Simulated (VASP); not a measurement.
Here is a VASP 6.6.1 calculation.

Contents of INCAR:

```
SYSTEM = CdSe
PREC = Accurate
ENCUT = 520
EDIFF = 1E-6
ISMEAR = -1
SIGMA = 0.05
LREAL = .False.
LASPH = .True.
NELM = 60
ALGO = Normal
ISIF = 2
LWAVE = .False.
LCHARG = .True.
GGA = PE
LELF = .True.
LVHAR = .True.
NBANDS = 16
```

Contents of KPOINTS:

```
Automatic mesh
0
Gamma
  6 6 6
  0 0 0
```

Contents of POSCAR:

```
CdSe
1.0
    0.0000000000      3.0678017004      3.0678017004
    3.0678017004      0.0000000000      3.0678017004
    3.0678017004      3.0678017004      0.0000000000
Cd Se
1 1
Direct
    0.0000000000      0.0000000000      0.0000000000
    0.7500000000      0.7500000000      0.7500000000
```

Potentials or basis: VASP PAW PBE potentials, release 64 (Cd, Se).

The run is started by

```bash
$ cat potpaw_PBE.64/Cd/POTCAR potpaw_PBE.64/Se/POTCAR > POTCAR
$ mpirun -np 1 vasp_std > vasp.out
```

What does it give for the band gap on the k mesh?

0.55 eV, direct.

Estimate the pressure.

1.7 GPa.

Expect the measured gap to be larger: semilocal functionals such as PBE lack the derivative discontinuity.
